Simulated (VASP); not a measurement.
# Pt (R-3m) in VASP: notebook, part 2 of 2

VASP 6.6.1.

### 4 Single point, LDA (15.51 Å³/atom)

Contents of INCAR:

```
  ALGO = Fast
  EDIFF = 1E-7
  ENCUT = 520
  ISIF = 2
  ISMEAR = 0
  LASPH = True
  LCHARG = True
  LELF = True
  LREAL = False
  LVHAR = True
  LWAVE = False
  NBANDS = 11
  NELM = 60
  PREC = Accurate
  SIGMA = 0.15
```

Contents of KPOINTS:

```
k-points
0
Gamma
  22 22 22
```

Contents of POSCAR:

```
Pt
1.0
   -1.3629391553      1.5780214042      1.5780214042
    1.5780214042     -1.3629391553      1.5780214042
    1.5780214042      1.5780214042     -1.3629391553
Pt
1
Direct
    0.0000000000      0.0000000000      0.0000000000
```

Potentials or basis: VASP PAW LDA potentials, release 64 (Pt).

Command:

```sh
cat potpaw_LDA.64/Pt/POTCAR > POTCAR
mpirun -np 1 vasp_std > vasp.out
```

OUTCAR:

```text
EDIFF = 1E-7
   ENCUT = 520
   ISIF = 2
   ISMEAR = 0
   LASPH = True
   LREAL = False
   NELM = 60
   PREC = Accurate

 ion  position               nearest neighbor table
   1  0.000  0.000  0.000-

  LATTYP: Found a trigonal (rhomboedric) cell.
 ALAT       =     2.6149390519
 COS(alpha) =    -0.2648972803

  Lattice vectors:

 A1 = (  -1.3629391553,   1.5780214042,   1.5780214042)
 A2 = (   1.5780214042,  -1.3629391553,   1.5780214042)
 A3 = (   1.5780214042,   1.5780214042,  -1.3629391553)

Analysis of symmetry for initial positions (statically):
=====================================================================
 Subroutine PRICEL returns:
 Original cell was already a primitive cell.

 Routine SETGRP: Setting up the symmetry group for a
 trigonal (rhombohedral) supercell.

 Subroutine GETGRP returns: Found 12 space group operations
 (whereof 12 operations were pure point group operations)
 out of a pool of 12 trial point group operations.

The static configuration has the point symmetry D_3d.

Analysis of symmetry for dynamics (positions and initial velocities):
=====================================================================
 Subroutine PRICEL returns:
 Original cell was already a primitive cell.

 Routine SETGRP: Setting up the symmetry group for a
 trigonal (rhombohedral) supercell.

 Subroutine GETGRP returns: Found 12 space group operations
 (whereof 12 operations were pure point group operations)
 out of a pool of 12 trial point group operations.

The dynamic configuration has the point symmetry D_3d.

 Subroutine INISYM returns: Found 12 space group operations
 (whereof 12 operations are pure point group operations),
 and found     1 'primitive' translations

----------------------------------------------------------------------------------------

                                     Primitive cell

  volume of cell :      15.5090

  direct lattice vectors                    reciprocal lattice vectors
    -1.362939155  1.578021404  1.578021404    -0.040785893  0.299239068  0.299239068
     1.578021404 -1.362939155  1.578021404     0.299239068 -0.040785893  0.299239068
     1.578021404  1.578021404 -1.362939155     0.299239068  0.299239068 -0.040785893

  length of vectors
     2.614939052  2.614939052  2.614939052     0.425148832  0.425148832  0.425148832

  position of ions in fractional coordinates (direct lattice)
     0.000000000  0.000000000  0.000000000

  ion indices of the primitive-cell ions
   primitive index   ion index
                 1           1

----------------------------------------------------------------------------------------

 KPOINTS: k-points

Automatic generation of k-mesh.
 Grid dimensions read from file:
 generate k-points for:   22   22   22

 Generating k-lattice:

  Cartesian coordinates                     Fractional coordinates (reciprocal lattice)
    -0.001853904  0.013601776  0.013601776     0.045454545 -0.000000000  0.000000000
     0.013601776 -0.001853904  0.013601776    -0.000000000  0.045454545  0.000000000
     0.013601776  0.013601776 -0.001853904    -0.000000000 -0.000000000  0.045454545

  Length of vectors
     0.019324947  0.019324947  0.019324947

  Shift w.r.t. Gamma in fractional coordinates (k-lattice)
     0.000000000  0.000000000  0.000000000

 Subroutine IBZKPT returns following result:
 ===========================================

 Found   1024 irreducible k-points:

 Following reciprocal coordinates:
            Coordinates               Weight
  0.000000  0.000000  0.000000      1.000000
  0.045455 -0.000000  0.000000      6.000000
  0.090909 -0.000000  0.000000      6.000000
  0.136364  0.000000  0.000000      6.000000
  0.181818  0.000000  0.000000      6.000000
  0.227273  0.000000  0.000000      6.000000
[... 16 lines left out ...]
  0.500000  0.045455  0.000000     12.000000
 -0.454545  0.045455  0.000000     12.000000
 [... further k-points ...]
   k-points           NKPTS =   1024   k-points in BZ     NKDIM =   1024   number of bands    NBANDS=     11
   number of dos      NEDOS =    301   number of ions     NIONS =      1
   total plane-waves  NPLWV =   8000
   dimension x,y,z NGX =    20 NGY =   20 NGZ =   20
   dimension x,y,z NGXF=    40 NGYF=   40 NGZF=   40
   ions per type =               1
   NGX,Y,Z   is equivalent  to a cutoff of  12.72, 12.72, 12.72 a.u.
   NGXF,Y,Z  is equivalent  to a cutoff of  25.43, 25.43, 25.43 a.u.
 SYSTEM =  unknown system
   PREC   = accura    normal or accurate (medium, high low for compatibility)
   ISTART =      0    job   : 0-new  1-cont  2-samecut
   ICHARG =      2    charge: 1-file 2-atom 10-const
   ISPIN  =      1    spin polarized calculation?
   LNONCOLLINEAR =      F non collinear calculations
   LSORBIT =      F    spin-orbit coupling
   LASPH  =      T    aspherical Exc in radial PAW
   ENCUT  =  520.0 eV  38.22 Ry    6.18 a.u.   4.86  4.86  4.86*2*pi/ulx,y,z
   NELM   =     60;   NELMIN=  2; NELMDL= -5     # of ELM steps
   EDIFF  = 0.1E-06   stopping-criterion for ELM
   LREAL  =      F    real-space projection
   EDIFFG = 0.1E-05   stopping-criterion for IOM
   NSW    =      0    number of steps for IOM
   IBRION =     -1    ionic relax: 0-MD 1-quasi-New 2-CG
   NFREE  =      0    steps in history (QN), initial steepest desc. (CG)
   ISIF   =      2    stress and relaxation
   ISYM   =      2    0-nonsym 1-usesym 2-fastsym
   POTIM  = 0.5000    time-step for ionic-motion
   TEBEG  =    0.0;   TEEND  =   0.0 temperature during run
   PSTRESS=    0.0 pullay stress
   NELECT =      10.0000    total number of electrons
   NUPDOWN=      -1.0000    fix difference up-down
   EMIN   =  10.00;   EMAX   =-10.00  energy-range for DOS
   EFERMI =   0.00;   METHOD = LEGACY
   ISMEAR =     0;   SIGMA  =   0.15  broadening in eV -4-tet -1-fermi 0-gaus
   EFERMI_NEDOS =   21; number of points for ismear=-14 and -15
   IALGO  =     68    algorithm
   IMIX   =      4    mixing-type and parameters
     AMIX     =   0.40;   BMIX     =  1.00
     AMIX_MAG =   1.60;   BMIX_MAG =  1.00
  volume/ion in A,a.u.               =      15.51       104.66
  Fermi-wavevector in a.u.,A,eV,Ry     =   1.414317  2.672672 27.215650  2.000294
  Thomas-Fermi vector in A             =   2.535872
   LORBIT       =      0    0 simple, 1 ext, 2 COOP (PROOUT), +10 PAW based schemes
   GGA     = CA    functional components
   LHFCALC =     F    Hartree Fock is set to
   AEXX    =    0.0000 exact exchange contribution
   IVDW    =     0    specifies the selected vdW correction
   LEPSILON=     F    determine dielectric tensor
   LRPA    =     F    only Hartree local field effects (RPA)
 non-spin polarized calculation
 RMM-DIIS sequential band-by-band and
 Gauss-broadening in eV      SIGMA  =   0.15
  energy-cutoff  :      520.00
  volume of cell :       15.51
 maximum number of plane-waves:       440
   NGX =  9   NGY =  9   NGZ =  9

 number of electron      10.0000001 magnetization

 Free energy of the ion-electron system (eV)
  ---------------------------------------------------
  ext. energy  EPLUGINS =         0.00000000
  ---------------------------------------------------
  free energy    TOTEN  =        -7.15467861 eV

  energy without entropy =       -7.14046023  energy(sigma->0) =       -7.14756942

 E-fermi :  10.2847     XC(G=0): -13.4849

 val. band max:       10.2846200921   @ k =  -0.4091  -0.4091   0.0455
 cond. band min:      10.2868486771   @ k =  -0.1818  -0.4091   0.0455
 fundamental gap:      0.0022285850
 Fermi energy:        10.2847220516

 k-point     1 :       0.0000    0.0000    0.0000
  band No.  band energies     occupation
      1       0.6848      2.00000
      2       5.5664      2.00000
      3       5.5665      2.00000
      4       8.6046      2.00000
      5       9.8658      1.99992
      6       9.8658      1.99992
      7      26.2859      0.00000
      8      26.2859      0.00000
      9      29.9808      0.00000
     10      34.0384      0.00000
     11      37.6799      0.00000
[... 309 lines left out ...]
 k-point    24 :      -0.4545    0.0455    0.0000
  band No.  band energies     occupation
      1       3.5106      2.00000
      2       4.9409      2.00000
      3       8.6288      2.00000
      4       9.8121      1.99999
      5      10.0129      1.98963
      6      11.0692      0.00000
      7      16.7780      0.00000
      8      24.9774      0.00000
      9      27.8929      0.00000
     10      34.2581      0.00000
     11      35.9140      0.00000

 [... further k-points ...]

------------------------ aborting loop because EDIFF is reached ----------------------------------------

  FORCE on cell =-STRESS in cart. coord.  units (eV):
  Direction    XX          YY          ZZ          XY          YZ          ZX
  --------------------------------------------------------------------------------------
  -------------------------------------------------------------------------------------
  Total        0.1098893      0.1098893      0.1098893     -0.7511841     -0.7511841     -0.7511841
  in kB       11.3522519     11.3522519     11.3522519    -77.6020414    -77.6020414    -77.6020414
  external PRESSURE =      11.3522519 kB  Pullay stress =       0.0000000 kB

 VOLUME and BASIS-vectors are now :
 -----------------------------------------------------------------------------
  energy-cutoff  :      520.00
  volume of cell :       15.51
      direct lattice vectors                 reciprocal lattice vectors
    -1.362939155  1.578021404  1.578021404    -0.040785893  0.299239068  0.299239068
     1.578021404 -1.362939155  1.578021404     0.299239068 -0.040785893  0.299239068
     1.578021404  1.578021404 -1.362939155     0.299239068  0.299239068 -0.040785893

 POSITION                                       TOTAL-FORCE (eV/Angst)
 -----------------------------------------------------------------------------------
      0.00000      0.00000      0.00000        -0.000000     -0.000000     -0.000000
 -----------------------------------------------------------------------------------
    total drift:                                0.000000     -0.000000      0.000000

  FREE ENERGIE OF THE ION-ELECTRON SYSTEM (eV)
  ---------------------------------------------------
  free  energy   TOTEN  =        -7.1546786108 eV

  energy  without entropy=       -7.1404602317  energy(sigma->0) =       -7.14756942
```

stdout:

```text
POSCAR found type information on POSCAR Pt
 POSCAR found :  1 types and       1 ions
 scaLAPACK will be used
 LDA part: xc-table for (Slater(with rela. corr.)+CA(PZ))
 , standard interpolation
 POSCAR, INCAR and KPOINTS ok, starting setup
 FFT: planning ... GRIDC
 FFT: planning ... GRID_SOFT
 FFT: planning ... GRID
 WAVECAR not read
 entering main loop
```

It took 71 s on 1 thread of Intel Xeon 6975P-C (Granite Rapids), shared host; peak memory 0.27 GiB.

Results:

```
Free energy            : -7.1547 eV
Pressure               : 1.1 GPa
Band gap on the k mesh : zero (bands 5 and 6 overlap by 2.58 eV)
```

Levels at points of the mesh, in eV from the Fermi level:
```tsv
k point	band 2	band 3	band 4	band 5	band 6	band 7	band 8	band 9
(0.00, 0.00, 0.00)	-4.72	-4.72	-1.68	-0.42	-0.42	16.00	16.00	19.70
(0.50, 0.00, 0.00)	-5.41	-0.56	-0.38	-0.33	0.35	5.81	14.44	17.34
(0.50, 0.50, 0.00)	-5.04	-1.10	-1.02	1.37	1.82	8.27	10.69	17.39
(0.50, 0.50, 0.50)	-6.18	-1.30	1.59	1.59	8.01	8.16	8.16	14.14
```

Caveat: spin-orbit coupling is left out, which moves the levels of the heavy elements.

### 5 Single point, LDA (15.51 Å³/atom)

Contents of INCAR:

```
  PREC = Accurate
  ENCUT = 520
  EDIFF = 1E-7
  ISMEAR = 0
  SIGMA = 0.15
  LREAL = F
  LASPH = T
  NELM = 80
  ALGO = Fast
  ISIF = 2
  LWAVE = F
  LCHARG = F
  GGA = CA
  NBANDS = 11
```

Contents of KPOINTS:

```
Automatic mesh
0
Gamma
  22 22 22
```

Contents of POSCAR:

```
Pt
1.0
   -1.7790078819      1.5777163206      1.5777163206
    1.5777163206     -1.7790078819      1.5777163206
    1.5777163206      1.5777163206     -1.7790078819
Pt
1
Direct
    0.0000000000      0.0000000000      0.0000000000
```

Command:

```sh
cat potpaw_LDA.64/Pt/POTCAR > POTCAR
mpirun -np 1 vasp_std > vasp.out
```

Wall time 68 s (1 thread of Intel Xeon 6975P-C (Granite Rapids), shared host); peak memory 0.28 GiB.

It converged, with:

```yaml
Free_energy: -6.8506 eV
Pressure: 9.4 GPa
Band_gap_on_the_k_mesh: zero (bands 5 and 6 overlap by 3.86 eV)
```

Stress tensor (GPa, compression positive):
```
 9.39 29.72 29.72
29.72  9.39 29.72
29.72 29.72  9.39
```

Levels at points of the mesh, in eV from the Fermi level:
```tsv
k point	band 3	band 4	band 5	band 6	band 7	band 8
(0.00, 0.00, 0.00)	-3.29	-3.29	-0.37	-0.37	14.82	17.30
(0.50, 0.00, 0.00)	-1.67	-1.64	1.07	1.34	9.14	12.58
(0.50, 0.50, 0.00)	-0.75	-0.26	-0.19	0.69	4.61	11.81
(0.50, 0.50, 0.50)	-0.34	-0.34	1.87	7.81	7.81	8.23
```

Caveat: the cell stands under pressure; spin-orbit coupling is left out, which moves the levels of the heavy elements.

### 6 Single point, LDA (15.51 Å³/atom)

Contents of INCAR:

```
SYSTEM = Pt
ALGO     = Fast           ! electronic algorithm
EDIFF    = 1E-6           ! SCF threshold, eV
ENCUT    = 520            ! plane-wave cutoff, eV
GGA      = CA             ! functional
ISIF     = 2              ! what is computed and relaxed
ISMEAR   = 0              ! smearing method
LASPH    = .True.         ! aspherical terms in the spheres
LCHARG   = .True.         ! write CHGCAR
LELF     = .True.         ! ELF
LREAL    = .False.        ! projectors in reciprocal space
LVHAR    = .True.       
LWAVE    = .False.        ! write WAVECAR
NBANDS   = 11             ! bands
NELM     = 80             ! most SCF steps
PREC     = Accurate       ! precision mode
SIGMA    = 0.15           ! smearing width, eV
```

Contents of KPOINTS:

```
k-points
0
Gamma
  22 22 22
  0 0 0
```

Contents of POSCAR:

```
Pt
1.0
   -2.2020900347      1.6292975854      1.6292975854
    1.6292975854     -2.2020900347      1.6292975854
    1.6292975854      1.6292975854     -2.2020900347
Pt
1
Direct
    0.0000000000      0.0000000000      0.0000000000
```

Potentials or basis: VASP PAW LDA potentials, release 64 (Pt).

Command:

```sh
cat potpaw_LDA.64/Pt/POTCAR > POTCAR
mpirun -np 1 vasp_std > vasp.out
```

OUTCAR:

```text
SYSTEM = Pt
   EDIFF = 1E-6
   ENCUT = 520
   GGA = CA
   ISIF = 2
   ISMEAR = 0
   LASPH = .True.
   LREAL = .False.
   NELM = 80
   PREC = Accurate

 ion  position               nearest neighbor table
   1  0.000  0.000  0.000-

  LATTYP: Found a trigonal (rhomboedric) cell.
 ALAT       =     3.1872279122
 COS(alpha) =    -0.4450602107

  Lattice vectors:

 A1 = (  -2.2020900347,   1.6292975854,   1.6292975854)
[... 507 lines left out ...]
      1       0.3997      2.00000
      2       0.9138      2.00000
      3       8.8446      2.00000
      4       9.1342      2.00000
      5      10.6068      2.00000
      6      16.5452      0.00000
      7      24.3502      0.00000
      8      27.0032      0.00000
      9      27.1858      0.00000
     10      32.7023      0.00000
     11      33.1997      0.00000

 [... further k-points ...]
[... 5 lines left out ...]
  --------------------------------------------------------------------------------------
  -------------------------------------------------------------------------------------
  Total       17.1217643     17.1217643     17.1217643     16.5660158     16.5660158     16.5660158
  in kB     1768.7860327   1768.7860327   1768.7860327   1711.3737161   1711.3737161   1711.3737161
  external PRESSURE =    1768.7860327 kB  Pullay stress =       0.0000000 kB

 VOLUME and BASIS-vectors are now :
 -----------------------------------------------------------------------------
  energy-cutoff  :      520.00
  volume of cell :       15.51
      direct lattice vectors                 reciprocal lattice vectors
    -2.202090035  1.629297585  1.629297585     0.141504281  0.402506325  0.402506325
     1.629297585 -2.202090035  1.629297585     0.402506325  0.141504281  0.402506325
     1.629297585  1.629297585 -2.202090035     0.402506325  0.402506325  0.141504281

 POSITION                                       TOTAL-FORCE (eV/Angst)
 -----------------------------------------------------------------------------------
      0.00000      0.00000      0.00000         0.000000     -0.000000      0.000000
 -----------------------------------------------------------------------------------
    total drift:                               -0.000000      0.000000     -0.000000

  FREE ENERGIE OF THE ION-ELECTRON SYSTEM (eV)
  ---------------------------------------------------
  free  energy   TOTEN  =        -0.0271514777 eV

  energy  without entropy=       -0.0215700562  energy(sigma->0) =       -0.02436077
```

Wall time 66 s (1 thread of Intel Xeon 6975P-C (Granite Rapids), shared host); peak memory 0.28 GiB.

Results:

```yaml
Free_energy: -0.0272 eV
Pressure: 176.9 GPa
Band_gap_on_the_k_mesh: zero (bands 5 and 6 overlap by 7.96 eV)
```

Stress tensor (GPa, compression positive):
```
176.88 171.14 171.14
171.14 176.88 171.14
171.14 171.14 176.88
```

Caveat: atoms lie so close that the PAW spheres overlap strongly, which falsifies energies and pressures; the cell stands under pressure; spin-orbit coupling is left out, which moves the levels of the heavy elements.

### 7 Summary

```csv
cell,further INCAR settings,gap on the mesh (eV),pressure (GPa)
"a = 2.539 Å, angles 100.1°, 1 atom",ALGO = Fast; EDIFF = 1e-06; NBANDS = 11,none,17.5
"a = 2.500 Å, angles 86.0°, 1 atom",ALGO = Fast; EDIFF = 1e-06; NBANDS = 11,none,26.0
"a = 2.615 Å, angles 105.4°, 1 atom",ALGO = Fast; EDIFF = 1e-07; NBANDS = 11,none,1.1
"a = 2.854 Å, angles 112.6°, 1 atom",ALGO = Fast; EDIFF = 1e-07; NBANDS = 11,none,9.4
"a = 3.187 Å, angles 116.4°, 1 atom",ALGO = Fast; EDIFF = 1e-06; NBANDS = 11,none,176.9
```

Alike in all rows: task single point; level LDA; potentials or basis VASP PAW LDA potentials, release 64 (Pt); no spin polarisation; k mesh 22 × 22 × 22; cutoff (eV) 520; smearing gaussian 0.15 eV.

Caveats: spin-orbit coupling is left out, which moves the levels of the heavy elements; the cell stands under pressure (at least some runs); atoms lie so close that the PAW spheres overlap strongly, which falsifies energies and pressures (at least some runs).

Total energies depend on the potentials used, so only differences within one code and one set of settings carry meaning.
